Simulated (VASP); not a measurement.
Set up this calculation in VASP 6.6.1, as the native input.

| Item | Value |
| --- | --- |
| Task | single point |
| Functional | r2SCAN0 |
| Potentials or basis | VASP PAW PBE potentials, release 64 (Hf_pv, B) |
| Cutoff | 520 eV |
| k mesh | 5 × 5 × 4 |
| Occupations | fermi-dirac, width 0.05 eV |
| Spin | no spin polarisation |
| Dipole correction | no |
| Grid for exact exchange (PRECFOCK) | Normal |
| Further INCAR settings | ALGO = Normal; EDIFF = 1e-06; NBANDS = 15 |
| Share of exact exchange | 0.25 |

Crystal: HfB2.

```
Hf B
1.0
     3.14000    0.00000    0.00000
    -1.57000    2.71932    0.00000
     0.00000    0.00000    3.48000
Hf B
1 2
Direct
  0.00000 0.00000 0.00000
  0.66667 0.33333 0.50000
  0.33333 0.66667 0.50000
```

The input as run:

POSCAR

```
HfB2
1.0
    3.1400000000      0.0000000000      0.0000000000
   -1.5700000000      2.7193197679      0.0000000000
    0.0000000000      0.0000000000      3.4800000000
Hf B
1 2
Direct
    0.0000000000      0.0000000000      0.0000000000
    0.6666666667      0.3333333333      0.5000000000
    0.3333333333      0.6666666667      0.5000000000
```

INCAR.step1

```
  ALGO = Normal
  EDIFF = 1E-5
  ENCUT = 520
  GGA = PE
  ISIF = 2
  ISMEAR = -1
  LASPH = T
  LCHARG = F
  LREAL = F
  LWAVE = T
  NBANDS = 15
  NELM = 80
  PREC = Accurate
  SIGMA = 0.05
```

INCAR.step2

```
  AEXX = 0.25
  ALGO = Normal
  EDIFF = 1E-6
  ENCUT = 520
  ISIF = 2
  ISMEAR = -1
  ISTART = 1
  LASPH = T
  LCHARG = F
  LHFCALC = T
  LMIXTAU = T
  LREAL = F
  LWAVE = F
  METAGGA = R2SCAN
  NBANDS = 15
  NELM = 80
  PREC = Accurate
  PRECFOCK = Normal
  SIGMA = 0.05
```

KPOINTS

```
k-points
0
Gamma
  5 5 4
```

Potentials or basis: VASP PAW PBE potentials, release 64 (Hf_pv, B).

Launch:

```bash
$ cat potpaw_PBE.64/Hf_pv/POTCAR potpaw_PBE.64/B/POTCAR > POTCAR
$ cp INCAR.step1 INCAR
$ mpirun -np 1 vasp_std > vasp.out
$ cp INCAR.step2 INCAR
$ mpirun -np 1 vasp_std > vasp.out
```

Results of the run:

```
Pressure               : -4.4 GPa
Band gap on the k mesh : zero (bands 8 and 9 overlap by 1.15 eV)
```

Caveat: the k points lie up to 0.46 Å⁻¹ apart, too coarse for converged energies and pressures of a metal; the PAW data sets were made with another functional, which shifts forces and pressure a little; spin-orbit coupling is left out, which moves the levels of the heavy elements.

Run time: 7.6 min on 1 thread of Intel(R) Xeon(R) Platinum 8559C (Emerald Rapids) (shared host), peak memory 0.15 GiB.
